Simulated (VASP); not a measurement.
Here is a VASP 6.6.1 calculation.

POSCAR

```
InPd
1.0
    3.2050928798      0.0000000000      0.0000000000
    0.0000000000      3.2050928798      0.0000000000
    0.0000000000      0.0000000000      3.2050928798
In Pd
1 1
Direct
    0.0000000000      0.0000000000      0.0000000000
    0.5000000000      0.5000000000      0.5000000000
```

The input INCAR.step1:

```
  ALGO = Normal
  EDIFF = 1E-5
  ENCUT = 520
  GGA = PE
  ISIF = 2
  ISMEAR = -1
  LASPH = True
  LCHARG = False
  LREAL = False
  LWAVE = True
  NBANDS = 18
  NELM = 80
  PREC = Accurate
  SIGMA = 0.05
```

File INCAR.step2:

```
  ALGO = Normal
  EDIFF = 1E-6
  ENCUT = 520
  GGA = PE
  HFSCREEN = 0.2079
  ISIF = 2
  ISMEAR = -1
  ISTART = 1
  LASPH = True
  LCHARG = False
  LHFCALC = True
  LREAL = False
  LWAVE = False
  NBANDS = 18
  NELM = 80
  PREC = Accurate
  PRECFOCK = Normal
  SIGMA = 0.05
```

The input KPOINTS:

```
k-points
0
Gamma
  6 6 6
```

Potentials or basis: VASP PAW PBE potentials, release 64 (In_d, Pd).

The run is started by

```console
$ cat potpaw_PBE.64/In_d/POTCAR potpaw_PBE.64/Pd/POTCAR > POTCAR
$ cp INCAR.step1 INCAR
$ mpirun -np 1 vasp_std > vasp.out
$ cp INCAR.step2 INCAR
$ mpirun -np 1 vasp_std > vasp.out
```

Problem. Predict the pressure.

Solution. 9.7 GPa.

Problem. Predict the band gap on the k mesh.

Solution. Zero (an odd number of electrons rules out a gap without spin polarisation).

Caveat: the cell stands under pressure; the PAW data sets were made with another functional, which shifts forces and pressure a little; spin-orbit coupling is left out, which moves the levels of the heavy elements.
